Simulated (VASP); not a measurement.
# BP (e600) (F-43m) in VASP: notebook

Runs on BP (e600). Level: PBE. Tasks: single point.

Program: VASP 6.6.1. These are calculated values, not measurements. Logs are shortened: lines on timing, memory, paths and dates and some standing lists are left out, and cuts for length are marked.

### 1 The cell of the first run

The structure is cubic, space group F-43m (No. 216). Conventional cell: a = 4.593 Å, b = 4.593 Å, c = 4.593 Å, α = 90.00°, β = 90.00°, γ = 90.00°. Within 2.6 Å of B (site symmetry -43m) lie 4 P at 1.99 Å. Within 2.6 Å of P (site symmetry -43m) lie 4 B at 1.99 Å.

### 2 Single point, PBE (volume scaled by 1.03)

Input file INCAR:

```
ALGO = Normal
EDIFF = 1E-6
ENCUT = 500
GGA = PE
GGA_COMPAT = False
ISIF = 2
ISMEAR = 0
LASPH = True
LCHARG = False
LREAL = False
LWAVE = False
NBANDS = 11
NELM = 120
PREC = Accurate
SIGMA = 0.02
```

Input file KPOINTS:

```
k-points
0
Gamma
  10 10 10
```

Input file POSCAR:

```
BP
1.0
    0.0000000000      2.2966530169      2.2966530169
    2.2966530169      0.0000000000      2.2966530169
    2.2966530169      2.2966530169      0.0000000000
B P
1 1
Direct
    0.0000000000      0.0000000000      0.0000000000
    0.2500000000      0.2500000000      0.2500000000
```

Potentials or basis: VASP PAW PBE potentials, release 64 (B, P).

Started as:

```
$ cat potpaw_PBE.64/B/POTCAR potpaw_PBE.64/P/POTCAR > POTCAR
$ mpirun -np 1 vasp_std > vasp.out
```

OUTCAR:

```text
EDIFF = 1E-6
   ENCUT = 500
   GGA = PE
   ISIF = 2
   ISMEAR = 0
   LASPH = True
   LREAL = False
   NELM = 120
   PREC = Accurate

 ion  position               nearest neighbor table
   1  0.000  0.000  0.000-   2 1.99   2 1.99   2 1.99   2 1.99
   2  0.250  0.250  0.250-   1 1.99   1 1.99   1 1.99   1 1.99

  LATTYP: Found a face centered cubic cell.
 ALAT       =     4.5933060338

  Lattice vectors:

 A1 = (   0.0000000000,   2.2966530169,   2.2966530169)
 A2 = (   2.2966530169,   0.0000000000,   2.2966530169)
 A3 = (   2.2966530169,   2.2966530169,   0.0000000000)

Analysis of symmetry for initial positions (statically):
=====================================================================
 Subroutine PRICEL returns:
 Original cell was already a primitive cell.

 Routine SETGRP: Setting up the symmetry group for a
 face centered cubic supercell.

 Subroutine GETGRP returns: Found 24 space group operations
 (whereof 24 operations were pure point group operations)
 out of a pool of 48 trial point group operations.

The static configuration has the point symmetry T_d .

Analysis of symmetry for dynamics (positions and initial velocities):
=====================================================================
 Subroutine PRICEL returns:
 Original cell was already a primitive cell.

 Routine SETGRP: Setting up the symmetry group for a
 face centered cubic supercell.

 Subroutine GETGRP returns: Found 24 space group operations
 (whereof 24 operations were pure point group operations)
 out of a pool of 48 trial point group operations.

The dynamic configuration has the point symmetry T_d .

 Subroutine INISYM returns: Found 24 space group operations
 (whereof 24 operations are pure point group operations),
 and found     1 'primitive' translations

----------------------------------------------------------------------------------------

                                     Primitive cell

  volume of cell :      24.2279

  direct lattice vectors                    reciprocal lattice vectors
     0.000000000  2.296653017  2.296653017    -0.217708115  0.217708115  0.217708115
     2.296653017  0.000000000  2.296653017     0.217708115 -0.217708115  0.217708115
     2.296653017  2.296653017  0.000000000     0.217708115  0.217708115 -0.217708115

  length of vectors
     3.247957845  3.247957845  3.247957845     0.377081517  0.377081517  0.377081517

  position of ions in fractional coordinates (direct lattice)
     0.000000000  0.000000000  0.000000000
     0.250000000  0.250000000  0.250000000

  ion indices of the primitive-cell ions
   primitive index   ion index
                 1           1
                 2           2

----------------------------------------------------------------------------------------

 KPOINTS: k-points

Automatic generation of k-mesh.
 Grid dimensions read from file:
 generate k-points for:   10   10   10

 Generating k-lattice:

  Cartesian coordinates                     Fractional coordinates (reciprocal lattice)
    -0.021770812  0.021770812  0.021770812     0.100000000  0.000000000  0.000000000
     0.021770812 -0.021770812  0.021770812     0.000000000  0.100000000  0.000000000
     0.021770812  0.021770812 -0.021770812     0.000000000  0.000000000  0.100000000

  Length of vectors
     0.037708152  0.037708152  0.037708152

  Shift w.r.t. Gamma in fractional coordinates (k-lattice)
     0.000000000  0.000000000  0.000000000

 Subroutine IBZKPT returns following result:
 ===========================================

 Found     47 irreducible k-points:

 Following reciprocal coordinates:
            Coordinates               Weight
  0.000000  0.000000  0.000000      1.000000
  0.100000  0.000000  0.000000      8.000000
  0.200000  0.000000  0.000000      8.000000
  0.300000  0.000000  0.000000      8.000000
  0.400000  0.000000  0.000000      8.000000
  0.500000  0.000000  0.000000      4.000000
[... 16 lines left out ...]
  0.300000  0.300000  0.000000      6.000000
  0.400000  0.300000  0.000000     24.000000
 [... further k-points ...]
   k-points           NKPTS =     47   k-points in BZ     NKDIM =     47   number of bands    NBANDS=     11
   number of dos      NEDOS =    301   number of ions     NIONS =      2
   total plane-waves  NPLWV =  13824
   dimension x,y,z NGX =    24 NGY =   24 NGZ =   24
   dimension x,y,z NGXF=    48 NGYF=   48 NGZF=   48
   ions per type =               1   1
   NGX,Y,Z   is equivalent  to a cutoff of  12.28, 12.28, 12.28 a.u.
   NGXF,Y,Z  is equivalent  to a cutoff of  24.57, 24.57, 24.57 a.u.
 SYSTEM =  unknown system
   PREC   = accura    normal or accurate (medium, high low for compatibility)
   ISTART =      0    job   : 0-new  1-cont  2-samecut
   ICHARG =      2    charge: 1-file 2-atom 10-const
   ISPIN  =      1    spin polarized calculation?
   LNONCOLLINEAR =      F non collinear calculations
   LSORBIT =      F    spin-orbit coupling
   LASPH  =      T    aspherical Exc in radial PAW
   ENCUT  =  500.0 eV  36.75 Ry    6.06 a.u.   5.92  5.92  5.92*2*pi/ulx,y,z
   NELM   =    120;   NELMIN=  2; NELMDL= -5     # of ELM steps
   EDIFF  = 0.1E-05   stopping-criterion for ELM
   LREAL  =      F    real-space projection
   EDIFFG = 0.1E-04   stopping-criterion for IOM
   NSW    =      0    number of steps for IOM
   IBRION =     -1    ionic relax: 0-MD 1-quasi-New 2-CG
   NFREE  =      0    steps in history (QN), initial steepest desc. (CG)
   ISIF   =      2    stress and relaxation
   ISYM   =      2    0-nonsym 1-usesym 2-fastsym
   POTIM  = 0.5000    time-step for ionic-motion
   TEBEG  =    0.0;   TEEND  =   0.0 temperature during run
   PSTRESS=    0.0 pullay stress
   NELECT =       8.0000    total number of electrons
   NUPDOWN=      -1.0000    fix difference up-down
   EMIN   =  10.00;   EMAX   =-10.00  energy-range for DOS
   EFERMI =   0.00;   METHOD = LEGACY
   ISMEAR =     0;   SIGMA  =   0.02  broadening in eV -4-tet -1-fermi 0-gaus
   EFERMI_NEDOS =   21; number of points for ismear=-14 and -15
   IALGO  =     38    algorithm
   IMIX   =      4    mixing-type and parameters
     AMIX     =   0.40;   BMIX     =  1.00
     AMIX_MAG =   1.60;   BMIX_MAG =  1.00
  volume/ion in A,a.u.               =      12.11        81.75
  Fermi-wavevector in a.u.,A,eV,Ry     =   1.131530  2.138282 17.420360  1.280360
  Thomas-Fermi vector in A             =   2.268229
   LORBIT       =      0    0 simple, 1 ext, 2 COOP (PROOUT), +10 PAW based schemes
   GGA     = PE    functional components
   LHFCALC =     F    Hartree Fock is set to
   AEXX    =    0.0000 exact exchange contribution
   IVDW    =     0    specifies the selected vdW correction
   LEPSILON=     F    determine dielectric tensor
   LRPA    =     F    only Hartree local field effects (RPA)
 non-spin polarized calculation
 Gauss-broadening in eV      SIGMA  =   0.02
  energy-cutoff  :      500.00
  volume of cell :       24.23
 maximum number of plane-waves:       636
   NGX = 11   NGY = 11   NGZ = 11

 number of electron       7.9999999 magnetization

 Free energy of the ion-electron system (eV)
  ---------------------------------------------------
  ext. energy  EPLUGINS =         0.00000000
  ---------------------------------------------------
  free energy    TOTEN  =       -12.91980374 eV

  energy without entropy =      -12.91980374  energy(sigma->0) =      -12.91980374

 E-fermi :   7.2030     XC(G=0): -10.7514

 val. band max:        7.0080876197   @ k =   0.0000   0.0000   0.0000
 cond. band min:       8.2963303319   @ k =   0.4000   0.4000   0.0000
 fundamental gap:      1.2882427121
 Fermi energy:         7.2030392025

 k-point     1 :       0.0000    0.0000    0.0000
  band No.  band energies     occupation
      1      -8.1315      2.00000
      2       7.0081      2.00000
      3       7.0081      2.00000
      4       7.0081      2.00000
      5      10.3580      0.00000
      6      10.3580      0.00000
      7      10.3580      0.00000
      8      13.8356      0.00000
      9      18.2818      0.00000
     10      19.0352      0.00000
     11      19.0352      0.00000

 k-point     2 :       0.1000    0.0000    0.0000
  band No.  band energies     occupation
      1      -7.9567      2.00000
      2       5.7314      2.00000
      3       6.7229      2.00000
      4       6.7229      2.00000
      5      10.7528      0.00000
      6      10.7528      0.00000
      7      10.7570      0.00000
      8      14.3944      0.00000
      9      18.3742      0.00000
     10      18.3742      0.00000
     11      18.8317      0.00000

 k-point     3 :       0.2000    0.0000    0.0000
  band No.  band energies     occupation
      1      -7.4396      2.00000
      2       3.4432      2.00000
      3       6.1794      2.00000
      4       6.1794      2.00000
      5      10.8891      0.00000
      6      11.4580      0.00000
      7      11.4580      0.00000
      8      15.6685      0.00000
      9      17.7872      0.00000
     10      17.7872      0.00000
     11      19.6797      0.00000

 k-point     4 :       0.3000    0.0000    0.0000
  band No.  band energies     occupation
      1      -6.6113      2.00000
      2       1.1463      2.00000
      3       5.7019      2.00000
      4       5.7019      2.00000
      5      10.7580      0.00000
      6      11.8040      0.00000
      7      11.8040      0.00000
      8      16.7238      0.00000
      9      18.3251      0.00000
     10      18.3251      0.00000
     11      19.8924      0.00000

 k-point     5 :       0.4000    0.0000    0.0000
  band No.  band energies     occupation
      1      -5.5884      2.00000
      2      -0.8074      2.00000
      3       5.3983      2.00000
      4       5.3983      2.00000
      5      10.6256      0.00000
      6      11.7624      0.00000
      7      11.7624      0.00000
      8      17.0195      0.00000
      9      19.9448      0.00000
     10      19.9448      0.00000
     11      20.7370      0.00000
[... 211 lines left out ...]
 k-point    21 :      -0.3000    0.2000    0.0000
  band No.  band energies     occupation
      1      -5.3687      2.00000
      2       0.1802      2.00000
      3       2.4845      2.00000
      4       5.1438      2.00000
      5      10.8564      0.00000
      6      13.0386      0.00000
      7      13.7371      0.00000
      8      16.0795      0.00000
      9      17.3184      0.00000
     10      19.4330      0.00000
     11      23.6124      0.00000

 k-point    22 :      -0.2000    0.2000    0.0000
  band No.  band energies     occupation
      1      -6.3289      2.00000
      2       1.8447      2.00000
      3       2.9771      2.00000
      4       5.7956      2.00000
      5      11.3898      0.00000
      6      12.2305      0.00000
      7      13.2391      0.00000
      8      15.0961      0.00000
      9      16.4832      0.00000
     10      20.3596      0.00000
     11      22.3450      0.00000

 k-point    23 :       0.3000    0.3000    0.0000
  band No.  band energies     occupation
      1      -6.0828      2.00000
      2       2.2117      2.00000
      3       3.8931      2.00000
      4       3.8931      2.00000
      5       8.5606      0.00000
      6      10.9309      0.00000
      7      15.6483      0.00000
      8      15.6483      0.00000
      9      19.6003      0.00000
     10      21.2323      0.00000
     11      23.0993      0.00000

 k-point    24 :       0.4000    0.3000    0.0000
  band No.  band energies     occupation
      1      -5.2875      2.00000
      2       0.9267      2.00000
      3       3.0947      2.00000
      4       3.6064      2.00000
      5       8.8475      0.00000
      6      10.6398      0.00000
      7      16.2236      0.00000
      8      16.2680      0.00000
      9      20.5886      0.00000
     10      22.0668      0.00000
     11      23.5586      0.00000

 [... further k-points ...]

------------------------ aborting loop because EDIFF is reached ----------------------------------------

  FORCE on cell =-STRESS in cart. coord.  units (eV):
  Direction    XX          YY          ZZ          XY          YZ          ZX
  --------------------------------------------------------------------------------------
  -------------------------------------------------------------------------------------
  Total       -0.7114965     -0.7114965     -0.7114965      0.0000000      0.0000000     -0.0000000
  in kB      -47.0508210    -47.0508210    -47.0508210      0.0000000      0.0000000     -0.0000000
  external PRESSURE =     -47.0508210 kB  Pullay stress =       0.0000000 kB

 VOLUME and BASIS-vectors are now :
 -----------------------------------------------------------------------------
  energy-cutoff  :      500.00
  volume of cell :       24.23
      direct lattice vectors                 reciprocal lattice vectors
     0.000000000  2.296653017  2.296653017    -0.217708115  0.217708115  0.217708115
     2.296653017  0.000000000  2.296653017     0.217708115 -0.217708115  0.217708115
     2.296653017  2.296653017  0.000000000     0.217708115  0.217708115 -0.217708115

 POSITION                                       TOTAL-FORCE (eV/Angst)
 -----------------------------------------------------------------------------------
      0.00000      0.00000      0.00000         0.000000     -0.000000      0.000000
      1.14833      1.14833      1.14833        -0.000000      0.000000     -0.000000
 -----------------------------------------------------------------------------------
    total drift:                                0.000000      0.000000      0.000000

  FREE ENERGIE OF THE ION-ELECTRON SYSTEM (eV)
  ---------------------------------------------------
  free  energy   TOTEN  =       -12.9198037407 eV

  energy  without entropy=      -12.9198037407  energy(sigma->0) =      -12.91980374
```

Wall time 5 s (1 thread of Intel Xeon 6975P-C (Granite Rapids), shared host); peak memory 0.14 GiB.

Results:

| Item | Value |
| --- | --- |
| Free energy | -12.9198 eV |
| Pressure | -4.7 GPa |
| Band gap on the k mesh | 1.29 eV, indirect (least direct gap 3.35 eV) |

 A k mesh can miss the band edges.

### 3 Single point, PBE (volume scaled by 1.06)

Input file INCAR:

```
PREC = Accurate
ENCUT = 500
EDIFF = 1E-6
ISMEAR = 0
SIGMA = 0.02
LREAL = F
LASPH = T
NELM = 120
ALGO = Normal
ISIF = 2
LWAVE = F
LCHARG = F
GGA = PE
NBANDS = 11
GGA_COMPAT = F
```

Input file KPOINTS:

```
Automatic mesh
0
Gamma
  10 10 10
```

Input file POSCAR:

```
BP
1.0
    0.0000000000      2.3187375737      2.3187375737
    2.3187375737      0.0000000000      2.3187375737
    2.3187375737      2.3187375737      0.0000000000
B P
1 1
Direct
    0.0000000000      0.0000000000      0.0000000000
    0.2500000000      0.2500000000      0.2500000000
```

Potentials or basis: VASP PAW PBE potentials, release 64 (B, P).

Started as:

```
$ cat potpaw_PBE.64/B/POTCAR potpaw_PBE.64/P/POTCAR > POTCAR
$ mpirun -np 1 vasp_std > vasp.out
```

Wall time 5.2 s (1 thread of Intel Xeon 6975P-C (Granite Rapids), shared host); peak memory 0.13 GiB.

Results (log left out):

* Free energy: -12.8906 eV
* Pressure: -8.6 GPa
* Band gap on the k mesh: 1.33 eV, indirect (least direct gap 3.31 eV)

Levels at points of the mesh, in eV from the valence-band top:
| k point | band 1 | band 2 | band 3 | band 4 | band 5 | band 6 | band 7 | band 8 | band 9 |
| --- | --- | --- | --- | --- | --- | --- | --- | --- | --- |
| (0.00, 0.00, 0.00) | -14.89 | 0.00 | 0.00 | 0.00 | 3.31 | 3.31 | 3.31 | 6.41 | 11.09 |
| (0.50, 0.00, 0.00) | -11.81 | -8.58 | -1.68 | -1.68 | 3.40 | 4.67 | 4.67 | 9.90 | 14.21 |
| (0.50, 0.50, 0.00) | -10.38 | -8.25 | -3.88 | -3.88 | 1.46 | 1.72 | 11.52 | 11.52 | 14.47 |

### 4 Single point, PBE (volume scaled by 1.09)

Input file INCAR:

```
SYSTEM = BP
  PREC = Accurate
  ENCUT = 500
  EDIFF = 1E-6
  ISMEAR = 0
  SIGMA = 0.02
  LREAL = .FALSE.
  LASPH = .TRUE.
  NELM = 120
  ALGO = Normal
  ISIF = 2
  LWAVE = .FALSE.
  LCHARG = .TRUE.
  GGA = PE
  LELF = .TRUE.
  LVHAR = .TRUE.
  NBANDS = 11
  GGA_COMPAT = .FALSE.
```

Input file KPOINTS:

```
regular mesh
0
G
  10 10 10
  0 0 0
```

Input file POSCAR:

```
BP
1.0
    0.0000000000      2.3404092745      2.3404092745
    2.3404092745      0.0000000000      2.3404092745
    2.3404092745      2.3404092745      0.0000000000
B P
1 1
Direct
    0.0000000000      0.0000000000      0.0000000000
    0.2500000000      0.2500000000      0.2500000000
```

Started as:

```
$ cat potpaw_PBE.64/B/POTCAR potpaw_PBE.64/P/POTCAR > POTCAR
$ mpirun -np 1 vasp_std > vasp.out
```

Run time: 6.7 s. Hardware: 1 thread of Intel Xeon 6975P-C (Granite Rapids), shared host; peak memory 0.13 GiB.

It converged, with:

| Property | Result |
| --- | --- |
| Free energy | -12.8454 eV |
| Pressure | -12.0 GPa |
| Band gap on the k mesh | 1.36 eV, indirect (least direct gap 3.28 eV) |

Levels at points of the mesh, in eV from the valence-band top:
```
           k point  band 2  band 3  band 4  band 5  band 6  band 7
(0.00, 0.00, 0.00)    0.00    0.00    0.00    3.28    3.28    3.28
(0.50, 0.00, 0.00)   -8.39   -1.64   -1.64    3.24    4.65    4.65
(0.50, 0.50, 0.00)   -8.11   -3.78   -3.78    1.50    1.75   11.27
```

 A k mesh can miss the band edges.

### 5 The runs side by side

| cell | gap on the mesh (eV) | pressure (GPa) |
| --- | --- | --- |
| a = 3.248 Å, angles 60.0°, 2 atoms | 1.29 | -4.7 |
| a = 3.279 Å, angles 60.0°, 2 atoms | 1.33 | -8.6 |
| a = 3.310 Å, angles 60.0°, 2 atoms | 1.36 | -12.0 |

Alike in all rows: task single point; level PBE; potentials or basis VASP PAW PBE potentials, release 64 (B, P); no spin polarisation; k mesh 10 × 10 × 10; cutoff (eV) 500; smearing gaussian 0.02 eV.

Total energies depend on the potentials used, so only differences within one code and one set of settings carry meaning.
